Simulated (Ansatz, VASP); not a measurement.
Te7Se in VASP and in Ansatz

```xyz
8
Lattice="0.0000 5.0675 5.0675 5.0675 0.0000 5.0675 5.0675 5.0675 0.0000" Properties=species:S:1:pos:R:3 pbc="T T T"
Te    0.0000    2.5338    2.5338
Te    5.0675    2.5338    2.5338
Te    2.5338    0.0000    2.5338
Te    2.5338    5.0675    2.5338
Te    2.5338    2.5338    0.0000
Te    2.5338    2.5338    5.0675
Te    5.0675    5.0675    5.0675
Se    0.0000    0.0000    0.0000
```

Change from the starting cell: species swapped into the CePd7 type (Fm-3m, No. 225).

Alike in both runs: task relaxation of cell and atoms; functional PBE; k mesh 4 × 4 × 4; occupations gaussian, width 0.1 eV; no spin polarisation.

|  | VASP | Ansatz |
| --- | --- | --- |
| version | VASP 6.6.1 | Ansatz 0.2.0 |
| potentials or method | VASP PAW PBE potentials, release 64 (Te, Se), cutoff 600 eV | scalar-relativistic, plane waves, PAW |
| valence electrons in the cell | 48 | 128 |

```csv
,VASP,Ansatz,Ansatz less VASP
"gap on the k mesh at the Fermi level, each at its own relaxed structure (eV)",none,none,-
relaxed volume (Å³/atom),27.24,27.32,+0.075
relaxed cell length with the largest relative difference (Å),6.755,6.761,+0.0062
```

A gap of «none» marks a metal or a gap that the smearing closes. VASP's potentials hold 48 valence electrons a cell and Ansatz's 128, so a difference there can come from the potentials and not from the codes.

Spin-orbit coupling is off throughout. Noted on VASP's run: the volume moved by over 15 % at a fixed basis, so the end points are rough.
